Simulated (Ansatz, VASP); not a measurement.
## Te2Mo: VASP beside Ansatz

The input POSCAR:

```
Te2Mo
1.0
    3.5602328140      0.0000000000      0.0000000000
   -1.7801164070      3.0832520603      0.0000000000
    0.0000000000      0.0000000000     18.1373998437
Te Mo
2 1
Direct
    0.3333333333      0.6666666667      0.8978554500
    0.3333333333      0.6666666667      0.1021445500
    0.0000000000      0.0000000000      0.0000000000
```

File INCAR.step1:

```
PREC = Accurate
ENCUT = 520
ISMEAR = 0
SIGMA = 0.05
LREAL = False
LASPH = True
NELM = 80
NBANDS = 20
GGA = PE
ALGO = Normal
EDIFF = 1E-4
LWAVE = True
LCHARG = False
```

INCAR.step2

```
PREC = Accurate
ENCUT = 520
EDIFF = 1E-7
ISMEAR = 0
SIGMA = 0.05
LREAL = False
LASPH = True
NELM = 80
ALGO = Normal
ISIF = 2
LWAVE = False
LCHARG = False
METAGGA = R2SCAN
LMIXTAU = True
NBANDS = 20
ISTART = 1
```

File KPOINTS:

```
Automatic mesh
0
Gamma
  12 12 2
```

Input for Ansatz:

```yaml
crystal:
  lattice:
    - [3.560232814, 0.0, 0.0]
    - [-1.780116407, 3.0832520603, 0.0]
    - [0.0, 0.0, 18.1373998437]
  atoms:
    - { symbol: Te, position: [0.3333333333, 0.6666666667, 0.89785545] }
    - { symbol: Te, position: [0.3333333333, 0.6666666667, 0.10214455] }
    - { symbol: Mo, position: [0.0, 0.0, 0.0] }
basis:
  ecutwfc: 500
kpoints:
  mp_grid: { grid: [12, 12, 2] }
hamiltonian:
  xc: r2scan
scf:
  occupations: { method: gaussian, width: 0.05 }
output:
  forces: true
  stress: true
  eigenvalues: true
```

Change from the starting cell: strain +0.0350 x Voigt [0, 0, 1, 0, 0, 0], atoms carried along.

Alike in both runs: task single point; functional r2SCAN; k mesh 12 × 12 × 2; occupations gaussian, width 0.05 eV; no spin polarisation.

|  | VASP | Ansatz |
| --- | --- | --- |
| version | VASP 6.6.1 | Ansatz 0.2.0 |
| potentials or method | VASP PAW PBE potentials, release 64 (Te, Mo_sv), cutoff 520 eV | scalar-relativistic, plane waves, PAW |
| valence electrons in the cell | 26 | 46 |

```tsv
	VASP	Ansatz	Ansatz less VASP
gap on the k mesh at the Fermi level (eV)	1.19	1.19	-0.002
least direct gap on the mesh (eV)	1.19	1.19	-0.002
rms of the force components (eV/Å)	0.379	0.389	+0.0100
```

VASP's potentials were made for PBE, not for r2SCAN. Atom by atom the forces differ by 0.010 eV/Å (rms over components). VASP's potentials hold 26 valence electrons a cell and Ansatz's 46, so a difference there can come from the potentials and not from the codes.

Neither program's run includes spin-orbit coupling.
